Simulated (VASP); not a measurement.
# Rh (Pm-3m) in VASP: single point with r2SCAN

Aim: the single point of Rh with r2SCAN.

Program: VASP 6.6.1. These are calculated values, not measurements. Logs are shortened: lines on timing, memory, paths and dates and some standing lists are left out, and cuts for length are marked.

## (1) The cell of the first run

The structure is cubic, space group Pm-3m (No. 221). Conventional cell: a = 2.396 Å, b = 2.396 Å, c = 2.396 Å, α = 90.00°, β = 90.00°, γ = 90.00°. Rh (site symmetry m-3m) has 6 Rh at 2.40 Å within 3.2 Å.

## (2) Single point, r2SCAN

File POSCAR:

```
Rh
1.0
   -0.7986009575      1.5972019150      1.5972019150
    1.5972019150     -0.7986009575      1.5972019150
    1.5972019150      1.5972019150     -0.7986009575
Rh
1
Direct
    0.0000000000      0.0000000000      0.0000000000
```

File INCAR.step1:

```
PREC = Accurate ; ENCUT = 520
ISMEAR = 0 ; SIGMA = 0.15
LREAL = False ; LASPH = True
NELM = 80 ; NBANDS = 14
GGA = PE ; ALGO = Normal
EDIFF = 1E-4 ; LWAVE = True
LCHARG = False
```

File INCAR.step2:

```
PREC = Accurate ; ENCUT = 520
EDIFF = 1E-6 ; ISMEAR = 0
SIGMA = 0.15 ; LREAL = False
LASPH = True ; NELM = 80
ALGO = Normal ; ISIF = 2
LWAVE = False ; LCHARG = False
METAGGA = R2SCAN ; LMIXTAU = True
NBANDS = 14 ; ISTART = 1
```

File KPOINTS:

```
regular mesh
0
Gamma
  8 8 8
```

Potentials or basis: VASP PAW PBE potentials, release 64 (Rh_pv).

Run with:

```
$ cat potpaw_PBE.64/Rh_pv/POTCAR > POTCAR
$ cp INCAR.step1 INCAR
$ mpirun -np 1 vasp_std > vasp.out
$ cp INCAR.step2 INCAR
$ mpirun -np 1 vasp_std > vasp.out
```

OUTCAR:

```text
PREC = Accurate
   ENCUT = 520
   EDIFF = 1E-6
   ISMEAR = 0
   LREAL = False
   LASPH = True
   NELM = 80
   ISIF = 2
   METAGGA = R2SCAN
   ISTART = 1

 ion  position               nearest neighbor table
   1  0.000  0.000  0.000-

  LATTYP: Found a simple cubic cell.
 ALAT       =     2.3958028725

  Lattice vectors:

 A1 = (  -0.7986009575,   1.5972019150,   1.5972019150)
 A2 = (   1.5972019150,  -0.7986009575,   1.5972019150)
 A3 = (   1.5972019150,   1.5972019150,  -0.7986009575)

Analysis of symmetry for initial positions (statically):
=====================================================================
 Subroutine PRICEL returns:
 Original cell was already a primitive cell.

 Routine SETGRP: Setting up the symmetry group for a
 simple cubic supercell.

 Subroutine GETGRP returns: Found 48 space group operations
 (whereof 48 operations were pure point group operations)
 out of a pool of 48 trial point group operations.

The static configuration has the point symmetry O_h .

Analysis of symmetry for dynamics (positions and initial velocities):
=====================================================================
 Subroutine PRICEL returns:
 Original cell was already a primitive cell.

 Routine SETGRP: Setting up the symmetry group for a
 simple cubic supercell.

 Subroutine GETGRP returns: Found 48 space group operations
 (whereof 48 operations were pure point group operations)
 out of a pool of 48 trial point group operations.

The dynamic configuration has the point symmetry O_h .

 Subroutine INISYM returns: Found 48 space group operations
 (whereof 48 operations are pure point group operations),
 and found     1 'primitive' translations

----------------------------------------------------------------------------------------

                                     Primitive cell

  volume of cell :      13.7516

  direct lattice vectors                    reciprocal lattice vectors
    -0.798600958  1.597201915  1.597201915    -0.139132204  0.278264407  0.278264407
     1.597201915 -0.798600958  1.597201915     0.278264407 -0.139132204  0.278264407
     1.597201915  1.597201915 -0.798600958     0.278264407  0.278264407 -0.139132204

  length of vectors
     2.395802873  2.395802873  2.395802873     0.417396611  0.417396611  0.417396611

  position of ions in fractional coordinates (direct lattice)
     0.000000000  0.000000000  0.000000000

  ion indices of the primitive-cell ions
   primitive index   ion index
                 1           1

----------------------------------------------------------------------------------------

 KPOINTS: regular mesh

Automatic generation of k-mesh.
 Grid dimensions read from file:
 generate k-points for:    8    8    8

 Generating k-lattice:

  Cartesian coordinates                     Fractional coordinates (reciprocal lattice)
    -0.017391525  0.034783051  0.034783051     0.125000000  0.000000000  0.000000000
     0.034783051 -0.017391525  0.034783051     0.000000000  0.125000000  0.000000000
     0.034783051  0.034783051 -0.017391525     0.000000000  0.000000000  0.125000000

  Length of vectors
     0.052174576  0.052174576  0.052174576

  Shift w.r.t. Gamma in fractional coordinates (k-lattice)
     0.000000000  0.000000000  0.000000000

 Subroutine IBZKPT returns following result:
 ===========================================

 Found     35 irreducible k-points:

 Following reciprocal coordinates:
            Coordinates               Weight
  0.000000  0.000000  0.000000      1.000000
  0.125000  0.000000  0.000000      6.000000
  0.250000  0.000000  0.000000      6.000000
  0.375000  0.000000  0.000000      6.000000
  0.500000  0.000000  0.000000      3.000000
  0.125000  0.125000  0.000000     12.000000
[... 16 lines left out ...]
  0.375000  0.375000  0.125000     24.000000
  0.500000  0.375000  0.125000     24.000000
 [... further k-points ...]
   k-points           NKPTS =     35   k-points in BZ     NKDIM =     35   number of bands    NBANDS=     14
   number of dos      NEDOS =    301   number of ions     NIONS =      1
   total plane-waves  NPLWV =   5832
   dimension x,y,z NGX =    18 NGY =   18 NGZ =   18
   dimension x,y,z NGXF=    36 NGYF=   36 NGZF=   36
   ions per type =               1
   NGX,Y,Z   is equivalent  to a cutoff of  12.49, 12.49, 12.49 a.u.
   NGXF,Y,Z  is equivalent  to a cutoff of  24.98, 24.98, 24.98 a.u.
 SYSTEM =  unknown system
   PREC   = accura    normal or accurate (medium, high low for compatibility)
   ISTART =      1    job   : 0-new  1-cont  2-samecut
   ICHARG =      0    charge: 1-file 2-atom 10-const
   ISPIN  =      1    spin polarized calculation?
   LNONCOLLINEAR =      F non collinear calculations
   LSORBIT =      F    spin-orbit coupling
   LASPH  =      T    aspherical Exc in radial PAW
   ENCUT  =  520.0 eV  38.22 Ry    6.18 a.u.   4.45  4.45  4.45*2*pi/ulx,y,z
   NELM   =     80;   NELMIN=  2; NELMDL=  0     # of ELM steps
   EDIFF  = 0.1E-05   stopping-criterion for ELM
   LREAL  =      F    real-space projection
   EDIFFG = 0.1E-04   stopping-criterion for IOM
   NSW    =      0    number of steps for IOM
   IBRION =     -1    ionic relax: 0-MD 1-quasi-New 2-CG
   NFREE  =      0    steps in history (QN), initial steepest desc. (CG)
   ISIF   =      2    stress and relaxation
   ISYM   =      2    0-nonsym 1-usesym 2-fastsym
   POTIM  = 0.5000    time-step for ionic-motion
   TEBEG  =    0.0;   TEEND  =   0.0 temperature during run
   PSTRESS=    0.0 pullay stress
   NELECT =      15.0000    total number of electrons
   NUPDOWN=      -1.0000    fix difference up-down
   EMIN   =  10.00;   EMAX   =-10.00  energy-range for DOS
   EFERMI =   0.00;   METHOD = LEGACY
   ISMEAR =     0;   SIGMA  =   0.15  broadening in eV -4-tet -1-fermi 0-gaus
   EFERMI_NEDOS =   21; number of points for ismear=-14 and -15
   IALGO  =     38    algorithm
   IMIX   =      4    mixing-type and parameters
     AMIX     =   0.40;   BMIX     =  1.00
     AMIX_MAG =   1.60;   BMIX_MAG =  1.00
  volume/ion in A,a.u.               =      13.75        92.80
  Fermi-wavevector in a.u.,A,eV,Ry     =   1.685211  3.184586 38.639656  2.839935
  Thomas-Fermi vector in A             =   2.768095
   LORBIT       =      0    0 simple, 1 ext, 2 COOP (PROOUT), +10 PAW based schemes
   METAGGA = R2SCAN    functional components
   LHFCALC =     F    Hartree Fock is set to
   AEXX    =    0.0000 exact exchange contribution
   IVDW    =     0    specifies the selected vdW correction
   LEPSILON=     F    determine dielectric tensor
   LRPA    =     F    only Hartree local field effects (RPA)
 non-spin polarized calculation
 Gauss-broadening in eV      SIGMA  =   0.15
  energy-cutoff  :      520.00
  volume of cell :       13.75
 maximum number of plane-waves:       384
 NGX is ok and might be reduce to    18
   NGX =  9   NGY =  9   NGZ =  9

 number of electron      14.9999991 magnetization

 Free energy of the ion-electron system (eV)
  ---------------------------------------------------
  ext. energy  EPLUGINS =         0.00000000
  ---------------------------------------------------
  free energy    TOTEN  =       -23.14497454 eV

  energy without entropy =      -23.12839155  energy(sigma->0) =      -23.13668305

 E-fermi :  12.0405     XC(G=0): -14.8791

 val. band max:       12.0138454869   @ k =   0.1250   0.1250   0.1250
 cond. band min:      12.0435348891   @ k =   0.3750   0.1250   0.0000
 fundamental gap:      0.0296894022
 Fermi energy:        12.0404932541

 k-point     1 :       0.0000    0.0000    0.0000
  band No.  band energies     occupation
      1     -35.7111      2.00000
      2     -35.7111      2.00000
      3     -35.7111      2.00000
      4       3.9813      2.00000
      5       5.2381      2.00000
      6       5.2381      2.00000
      7      12.9639      0.00000
      8      12.9639      0.00000
      9      12.9639      0.00000
     10      30.0112      0.00000
     11      30.8757      0.00000
     12      30.8757      0.00000
     13      30.8757      0.00000
     14      39.5504      0.00000

 k-point     2 :       0.1250    0.0000    0.0000
  band No.  band energies     occupation
      1     -35.9077      2.00000
      2     -35.6944      2.00000
      3     -35.6944      2.00000
      4       4.4606      2.00000
      5       5.3506      2.00000
      6       5.8480      2.00000
      7      12.4577      0.00008
      8      12.4577      0.00008
      9      13.0042      0.00000
     10      28.2085      0.00000
     11      30.0128      0.00000
     12      31.8195      0.00000
     13      31.8195      0.00000
     14      36.9267      0.00000

 k-point     3 :       0.2500    0.0000    0.0000
  band No.  band energies     occupation
      1     -36.3684      2.00000
      2     -35.6540      2.00000
      3     -35.6540      2.00000
      4       5.3505      2.00000
      5       5.6333      2.00000
      6       7.8508      2.00000
      7      11.3782      2.00000
      8      11.3782      2.00000
      9      13.1026      0.00000
     10      24.2166      0.00000
     11      30.0125      0.00000
     12      33.5858      0.00000
     13      34.1118      0.00000
     14      34.1118      0.00000
[... 324 lines left out ...]
 k-point    23 :       0.3750    0.3750    0.1250
  band No.  band energies     occupation
      1     -36.6576      2.00000
      2     -36.6429      2.00000
      3     -35.7014      2.00000
      4       5.6110      2.00000
      5       7.7729      2.00000
      6       9.8080      2.00000
      7       9.8823      2.00000
      8      12.4775      0.00004
      9      16.2197      0.00000
     10      22.5834      0.00000
     11      27.3729      0.00000
     12      30.0098      0.00000
     13      32.1882      0.00000
     14      35.0419      0.00000

 k-point    24 :       0.5000    0.3750    0.1250
  band No.  band energies     occupation
      1     -36.8216      2.00000
      2     -36.6264      2.00000
      3     -35.6841      2.00000
      4       5.1912      2.00000
      5       7.9766      2.00000
      6       9.4876      2.00000
      7       9.9532      2.00000
      8      13.3517      0.00000
      9      18.9336      0.00000
     10      20.0896      0.00000
     11      27.9095      0.00000
     12      29.9771      0.00000
     13      30.4434      0.00000
     14      35.3218      0.00000

 [... further k-points ...]

------------------------ aborting loop because EDIFF is reached ----------------------------------------

  FORCE on cell =-STRESS in cart. coord.  units (eV):
  Direction    XX          YY          ZZ          XY          YZ          ZX
  --------------------------------------------------------------------------------------
  -------------------------------------------------------------------------------------
  Total        3.6067511      3.6067511      3.6067511     -0.0000000     -0.0000000     -0.0000000
  in kB      420.2168952    420.2168952    420.2168952     -0.0000000     -0.0000000     -0.0000000
  external PRESSURE =     420.2168952 kB  Pullay stress =       0.0000000 kB

 VOLUME and BASIS-vectors are now :
 -----------------------------------------------------------------------------
  energy-cutoff  :      520.00
  volume of cell :       13.75
      direct lattice vectors                 reciprocal lattice vectors
    -0.798600958  1.597201915  1.597201915    -0.139132204  0.278264407  0.278264407
     1.597201915 -0.798600958  1.597201915     0.278264407 -0.139132204  0.278264407
     1.597201915  1.597201915 -0.798600958     0.278264407  0.278264407 -0.139132204

 POSITION                                       TOTAL-FORCE (eV/Angst)
 -----------------------------------------------------------------------------------
      0.00000      0.00000      0.00000        -0.000000      0.000000     -0.000000
 -----------------------------------------------------------------------------------
    total drift:                                0.000000      0.000000      0.000000

  FREE ENERGIE OF THE ION-ELECTRON SYSTEM (eV)
  ---------------------------------------------------
  free  energy   TOTEN  =       -23.1449745417 eV

  energy  without entropy=      -23.1283915494  energy(sigma->0) =      -23.13668305
```

Run time: 31 s. Hardware: 1 thread of Intel Xeon 8259CL, shared host; peak memory 0.12 GiB.

What came out:

```
Free energy : -23.1450 eV
Pressure    : 42.0 GPa
```

Caveat: the PAW data sets were made with another functional, which shifts forces and pressure a little.
